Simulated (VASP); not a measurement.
# ZrC in VASP: notebook

Runs on ZrC. Level: PBE. Tasks: single point, relaxation of cell and atoms.

Everything below comes from runs of VASP 6.6.1. Logs are shortened: lines on timing, memory, paths and dates and some standing lists are left out, and cuts for length are marked.

### Step 1. The cell of the first run

The typed cell holds 4 atoms: a = 3.331 Å, b = 3.332 Å, c = 5.763 Å, α = 73.21°, β = 73.19°, γ = 60.01°.

### Step 2. Single point, PBE

The input, INCAR:

```
  PREC = Accurate
  ENCUT = 520
  EDIFF = 1E-6
  ISMEAR = 0
  SIGMA = 0.2
  LREAL = F
  LASPH = T
  NELM = 80
  ALGO = Normal
  ISIF = 2
  LWAVE = F
  LCHARG = F
  GGA = PE
  NBANDS = 24
```

The input, KPOINTS:

```
Automatic mesh
0
Gamma
  8 8 8
```

The input, POSCAR:

```
ZrC
1.0
   -2.3554937122      0.0003994883     -2.3553904669
   -2.3554722200     -2.3560644035      0.0003633182
   -4.7066451032      2.3514498300      2.3505346069
Zr C
2 2
Direct
    0.2500020038      0.2500043947      0.2499941740
    0.7500036154      0.7499948043      0.7499957454
   -0.0000038248      0.0000001035      0.0000046498
    0.4999982057      0.5000006974      0.5000054308
```

Potentials or basis: VASP PAW PBE potentials, release 64 (Zr_sv, C).

On the command line:

```bash
$ cat potpaw_PBE.64/Zr_sv/POTCAR potpaw_PBE.64/C/POTCAR > POTCAR
$ mpirun -np 1 vasp_std > vasp.out
```

OUTCAR:

```text
PREC = Accurate
   ENCUT = 520
   EDIFF = 1E-6
   ISMEAR = 0
   LREAL = F
   LASPH = T
   NELM = 80
   ISIF = 2
   GGA = PE

 ion  position               nearest neighbor table
   1  0.250  0.250  0.250-   3 2.35   4 2.35   3 2.35   4 2.35   3 2.35   4 2.36   2 3.33   2 3.33
                             2 3.33   2 3.33   2 3.33   2 3.33
   2  0.750  0.750  0.750-   4 2.35   3 2.35   4 2.35   3 2.35   4 2.36   3 2.36   1 3.33   1 3.33
                             1 3.33   1 3.33   1 3.33   1 3.33
   3  1.000  0.000  0.000-   1 2.35   2 2.35   1 2.35   2 2.35   1 2.35   2 2.36
   4  0.500  0.500  0.500-   2 2.35   1 2.35   2 2.35   1 2.35   2 2.36   1 2.36

  Warning from LATTYP: Got some problem with cell dimensions!
  Tried to take original basis but could not verify dimensions!
  LATTYP: Found a triclinic cell.
 ALAT       =     3.3320411117
 B/A-ratio  =     0.9998554732
 C/A-ratio  =     1.7292817705
 COS(alpha) =     0.0000289382
 COS(beta)  =     0.2888527894
 COS(gamma) =     0.5002107287

  Lattice vectors:

 A1 = (  -0.0000214922,   2.3564638918,  -2.3557537851)
 A2 = (   2.3554722200,   2.3560644035,  -0.0003633182)
 A3 = (   2.3511513910,  -2.3510503417,  -4.7059250738)

Analysis of symmetry for initial positions (statically):
=====================================================================
 Subroutine PRICEL returns:
 Original cell was already a primitive cell.

 Routine SETGRP: Setting up the symmetry group for a
 triclinic supercell.

 Subroutine GETGRP returns: Found  1 space group operations
 (whereof  1 operations were pure point group operations)
 out of a pool of  2 trial point group operations.

The static configuration has the point symmetry C_1 .

Analysis of symmetry for dynamics (positions and initial velocities):
=====================================================================
 Subroutine PRICEL returns:
 Original cell was already a primitive cell.

 Routine SETGRP: Setting up the symmetry group for a
 triclinic supercell.

 Subroutine GETGRP returns: Found  1 space group operations
 (whereof  1 operations were pure point group operations)
 out of a pool of  2 trial point group operations.

The dynamic configuration has the point symmetry C_1 .

 Subroutine INISYM returns: Found  1 space group operations
 (whereof  1 operations are pure point group operations),
 and found     1 'primitive' translations

----------------------------------------------------------------------------------------

                                     Primitive cell

  volume of cell :      52.2142

  direct lattice vectors                    reciprocal lattice vectors
    -2.355493712  0.000399488 -2.355390467    -0.106079571  0.106003801 -0.318455857
    -2.355472220 -2.356064404  0.000363318    -0.106092140 -0.318354788  0.106042796
    -4.706645103  2.351449830  2.350534607    -0.106282317  0.106271997  0.106305001

  length of vectors
     3.331098173  3.331559542  5.762537407     0.351999736  0.351923838  0.184093513

  position of ions in fractional coordinates (direct lattice)
     0.250002004  0.250004395  0.249994174
     0.750003615  0.749994804  0.749995745
     0.999996175  0.000000103  0.000004650
     0.499998206  0.500000697  0.500005431

  ion indices of the primitive-cell ions
   primitive index   ion index
                 1           1
                 2           2
                 3           3
                 4           4

----------------------------------------------------------------------------------------

 KPOINTS: Automatic mesh

Automatic generation of k-mesh.
 Grid dimensions read from file:
 generate k-points for:    8    8    8

 Generating k-lattice:

  Cartesian coordinates                     Fractional coordinates (reciprocal lattice)
    -0.013259946  0.013250475 -0.039806982     0.125000000 -0.000000000 -0.000000000
    -0.013261518 -0.039794349  0.013255349     0.000000000  0.125000000  0.000000000
    -0.013285290  0.013284000  0.013288125     0.000000000  0.000000000  0.125000000

  Length of vectors
     0.043999967  0.043990480  0.023011689

  Shift w.r.t. Gamma in fractional coordinates (k-lattice)
     0.000000000  0.000000000  0.000000000

 Subroutine IBZKPT returns following result:
 ===========================================

 Found    260 irreducible k-points:

 Following reciprocal coordinates:
            Coordinates               Weight
  0.000000  0.000000  0.000000      1.000000
  0.125000  0.000000 -0.000000      2.000000
  0.250000  0.000000 -0.000000      2.000000
  0.375000 -0.000000  0.000000      2.000000
  0.500000  0.000000 -0.000000      1.000000
  0.000000  0.125000 -0.000000      2.000000
[... 16 lines left out ...]
  0.125000  0.375000  0.000000      2.000000
  0.250000  0.375000  0.000000      2.000000
 [... further k-points ...]
   k-points           NKPTS =    260   k-points in BZ     NKDIM =    260   number of bands    NBANDS=     24
   number of dos      NEDOS =    301   number of ions     NIONS =      4
   total plane-waves  NPLWV =  37632
   dimension x,y,z NGX =    28 NGY =   28 NGZ =   48
   dimension x,y,z NGXF=    56 NGYF=   56 NGZF=   96
   ions per type =               2   2
   NGX,Y,Z   is equivalent  to a cutoff of  13.97, 13.97, 13.85 a.u.
   NGXF,Y,Z  is equivalent  to a cutoff of  27.95, 27.94, 27.70 a.u.
 SYSTEM =  unknown system
   PREC   = accura    normal or accurate (medium, high low for compatibility)
   ISTART =      0    job   : 0-new  1-cont  2-samecut
   ICHARG =      2    charge: 1-file 2-atom 10-const
   ISPIN  =      1    spin polarized calculation?
   LNONCOLLINEAR =      F non collinear calculations
   LSORBIT =      F    spin-orbit coupling
   LASPH  =      T    aspherical Exc in radial PAW
   ENCUT  =  520.0 eV  38.22 Ry    6.18 a.u.   6.19  6.19 10.71*2*pi/ulx,y,z
   NELM   =     80;   NELMIN=  2; NELMDL= -5     # of ELM steps
   EDIFF  = 0.1E-05   stopping-criterion for ELM
   LREAL  =      F    real-space projection
[... 7 lines left out ...]
   TEBEG  =    0.0;   TEEND  =   0.0 temperature during run
   PSTRESS=    0.0 pullay stress
   NELECT =      32.0000    total number of electrons
   NUPDOWN=      -1.0000    fix difference up-down
   EMIN   =  10.00;   EMAX   =-10.00  energy-range for DOS
   EFERMI =   0.00;   METHOD = LEGACY
   ISMEAR =     0;   SIGMA  =   0.20  broadening in eV -4-tet -1-fermi 0-gaus
   EFERMI_NEDOS =   21; number of points for ismear=-14 and -15
   IALGO  =     38    algorithm
   IMIX   =      4    mixing-type and parameters
     AMIX     =   0.40;   BMIX     =  1.00
     AMIX_MAG =   1.60;   BMIX_MAG =  1.00
  volume/ion in A,a.u.               =      13.05        88.09
  Fermi-wavevector in a.u.,A,eV,Ry     =   1.390577  2.627810 26.309658  1.933705
  Thomas-Fermi vector in A             =   2.514499
   LORBIT       =      0    0 simple, 1 ext, 2 COOP (PROOUT), +10 PAW based schemes
   GGA     = PE    functional components
   LHFCALC =     F    Hartree Fock is set to
   AEXX    =    0.0000 exact exchange contribution
   IVDW    =     0    specifies the selected vdW correction
   LEPSILON=     F    determine dielectric tensor
   LRPA    =     F    only Hartree local field effects (RPA)
 non-spin polarized calculation
 Gauss-broadening in eV      SIGMA  =   0.20
  energy-cutoff  :      520.00
  volume of cell :       52.21
 maximum number of plane-waves:      1427
 NGX is ok and might be reduce to    28

 number of electron      32.0000000 magnetization

 Free energy of the ion-electron system (eV)
  ---------------------------------------------------
  ext. energy  EPLUGINS =         0.00000000
  ---------------------------------------------------
  free energy    TOTEN  =       -38.92650510 eV

  energy without entropy =      -38.91252184  energy(sigma->0) =      -38.91951347

 E-fermi :   9.5295     XC(G=0): -12.1059

 val. band max:        9.5279220579   @ k =  -0.2500  -0.0000   0.3750
 cond. band min:       9.5298012796   @ k =  -0.2500  -0.2500   0.3750
 fundamental gap:      0.0018792217
 Fermi energy:         9.5294580176

 k-point     1 :       0.0000    0.0000    0.0000
  band No.  band energies     occupation
      1     -38.5778      2.00000
      2     -38.4783      2.00000
      3     -17.1292      2.00000
      4     -16.3707      2.00000
      5     -16.3701      2.00000
      6     -16.2922      2.00000
[... 16 lines left out ...]
     23      14.0282      0.00000
     24      14.8523      0.00000

 k-point     2 :       0.1250    0.0000   -0.0000
  band No.  band energies     occupation
      1     -38.5645      2.00000
      2     -38.4725      2.00000
      3     -17.0803      2.00000
      4     -16.4592      2.00000
      5     -16.3956      2.00000
      6     -16.3885      2.00000
[... 16 lines left out ...]
     23      14.1507      0.00000
     24      14.5098      0.00000

 k-point     3 :       0.2500    0.0000   -0.0000
  band No.  band energies     occupation
      1     -38.5308      2.00000
      2     -38.4603      2.00000
      3     -16.9488      2.00000
      4     -16.6692      2.00000
      5     -16.6356      2.00000
      6     -16.4300      2.00000
[... 16 lines left out ...]
     23      14.4185      0.00000
     24      16.1082      0.00000
[... 514 lines left out ...]
 k-point    23 :       0.1250    0.3750    0.0000
  band No.  band energies     occupation
      1     -38.5027      2.00000
      2     -38.4557      2.00000
      3     -16.8716      2.00000
      4     -16.7810      2.00000
      5     -16.7410      2.00000
      6     -16.4857      2.00000
[... 16 lines left out ...]
     23      14.8924      0.00000
     24      16.2295      0.00000

 k-point    24 :       0.2500    0.3750    0.0000
  band No.  band energies     occupation
      1     -38.5034      2.00000
      2     -38.4549      2.00000
      3     -16.9178      2.00000
      4     -16.8716      2.00000
      5     -16.6454      2.00000
      6     -16.5273      2.00000
[... 16 lines left out ...]
     23      15.7012      0.00000
     24      16.2324      0.00000

 [... further k-points ...]

------------------------ aborting loop because EDIFF is reached ----------------------------------------

  FORCE on cell =-STRESS in cart. coord.  units (eV):
  Direction    XX          YY          ZZ          XY          YZ          ZX
  --------------------------------------------------------------------------------------
  -------------------------------------------------------------------------------------
  Total        0.0733217      0.0435001      0.0793640      0.0098477      0.0074595      0.0083185
  in kB        2.2498517      1.3347854      2.4352597      0.3021730      0.2288926      0.2552512
  external PRESSURE =       2.0066322 kB  Pullay stress =       0.0000000 kB

 VOLUME and BASIS-vectors are now :
 -----------------------------------------------------------------------------
  energy-cutoff  :      520.00
  volume of cell :       52.21
      direct lattice vectors                 reciprocal lattice vectors
    -2.355493712  0.000399488 -2.355390467    -0.106079571  0.106003801 -0.318455857
    -2.355472220 -2.356064404  0.000363318    -0.106092140 -0.318354788  0.106042796
    -4.706645103  2.351449830  2.350534607    -0.106282317  0.106271997  0.106305001

 POSITION                                       TOTAL-FORCE (eV/Angst)
 -----------------------------------------------------------------------------------
     -2.35439     -0.00108     -0.00114        -0.000265      0.000364      0.000331
     -7.06318     -0.00316     -0.00339        -0.000235     -0.000072      0.000180
     -2.35551      0.00041     -2.35537         0.000185     -0.000137     -0.000266
     -4.70883     -0.00210     -0.00223         0.000315     -0.000155     -0.000244
 -----------------------------------------------------------------------------------
    total drift:                                0.000002     -0.000002     -0.000003

  FREE ENERGIE OF THE ION-ELECTRON SYSTEM (eV)
  ---------------------------------------------------
  free  energy   TOTEN  =       -38.9265050970 eV

  energy  without entropy=      -38.9125218445  energy(sigma->0) =      -38.91951347
```

Wall time 7.9 min (1 thread of AMD EPYC 7R43 (Zen 3), shared host); peak memory 0.36 GiB.

What came out:

| Item | Value |
| --- | --- |
| Free energy | -38.9265 eV |
| Pressure | 0.2 GPa |
| Band gap on the k mesh | zero (bands 16 and 17 overlap by 1.31 eV) |

Stress tensor (GPa, compression positive):
```
0.22 0.03 0.03
0.03 0.13 0.02
0.03 0.02 0.24
```

Levels at points of the mesh, in eV from the Fermi level:
```
           k point  band 13  band 14  band 15  band 16  band 17  band 18  band 19  band 20
(0.00, 0.00, 0.00)    -2.90     0.95     0.95     0.96     1.10     1.11     1.12     2.81
(0.50, 0.00, 0.00)    -2.38    -2.38    -1.73    -1.73     1.61     1.61     4.96     4.96
(0.00, 0.50, 0.00)    -2.38    -2.38    -1.73    -1.73     1.61     1.61     4.96     4.96
(0.50, 0.50, 0.00)    -2.88    -2.05    -1.72     0.07     0.08     4.44     4.48     4.50
(0.00, 0.00, 0.50)    -1.74    -1.74    -1.73    -1.73     2.57     2.57     2.57     2.57
(0.50, 0.00, 0.50)    -2.88    -2.05    -1.72     0.07     0.08     4.44     4.48     4.50
(0.00, 0.50, 0.50)    -2.88    -2.05    -1.72     0.07     0.08     4.44     4.48     4.50
(0.50, 0.50, 0.50)    -2.38    -2.38    -1.74    -1.74     1.61     1.61     4.96     4.96
```

### Step 3. Relaxation of cell and atoms, PBE

This run uses another cell than the first one: it holds 2 atoms, not 4.

The input, INCAR:

```
ALGO = Normal
EDIFF = 1E-6
EDIFFG = -0.01
ENCUT = 600
GGA = PE
IBRION = 2
ISIF = 3
ISMEAR = 0
LASPH = True
LCHARG = False
LREAL = False
LWAVE = False
NELM = 80
NSW = 100
PREC = Accurate
SIGMA = 0.1
```

The input, KPOINTS:

```
k-points
0
Gamma
  20 20 20
```

The input, POSCAR:

```
ZrC
1.0
    0.0000000000      2.3543208051      2.3543208051
    2.3543208051      0.0000000000      2.3543208051
    2.3543208051      2.3543208051      0.0000000000
Zr C
1 1
Direct
    0.5000000000      0.5000000000      0.5000000000
    0.0000000000      0.0000000000      0.0000000000
```

Potentials or basis: VASP PAW PBE potentials, release 64 (Zr_sv, C).

On the command line:

```bash
$ cat potpaw_PBE.64/Zr_sv/POTCAR potpaw_PBE.64/C/POTCAR > POTCAR
$ mpirun -np 1 vasp_std > vasp.out
```

Wall time 4.4 min (1 thread of AMD EPYC 7R43 (Zen 3), shared host); peak memory 0.21 GiB.

The run converged. Its results:

| Property | Result |
| --- | --- |
| Free energy | -19.4636 eV |
| Relaxed volume | 13.06 Å³/atom |
| Relaxed cell | a = 3.330 Å, b = 3.330 Å, c = 3.330 Å, α = 60.00°, β = 60.00°, γ = 60.00° |
| Space group after relaxing (to 0.1 Å) | Fm-3m (No. 225) |
| Energy gained by relaxing | 0.0 meV/atom |
| Ionic steps | 3 |
| Pressure after relaxing | 0.0 GPa |
| Band gap on the k mesh | zero (bands 8 and 9 overlap by 1.30 eV) |

Final structure:
```xyz
2
Lattice="0.0000 2.3549 2.3549 2.3549 0.0000 2.3549 2.3549 2.3549 0.0000" Properties=species:S:1:pos:R:3 pbc="T T T"
Zr    2.3549    2.3549    2.3549
C     0.0000    0.0000    0.0000
```

Levels at points of the mesh, in eV from the Fermi level:
| k point | band 4 | band 5 | band 6 | band 7 | band 8 | band 9 | band 10 | band 11 | band 12 |
| --- | --- | --- | --- | --- | --- | --- | --- | --- | --- |
| (0.00, 0.00, 0.00) | -25.86 | -11.30 | 0.91 | 0.91 | 0.91 | 1.07 | 1.07 | 1.07 | 2.78 |
| (0.50, 0.00, 0.00) | -25.94 | -8.26 | -5.29 | -2.93 | -2.93 | 4.45 | 4.45 | 5.28 | 6.48 |
| (0.50, 0.50, 0.00) | -26.14 | -10.14 | -2.09 | -1.76 | 0.03 | 0.03 | 4.40 | 5.60 | 5.60 |

The gap in the log of VASP goes by the Fermi energy; the results here count the filled bands.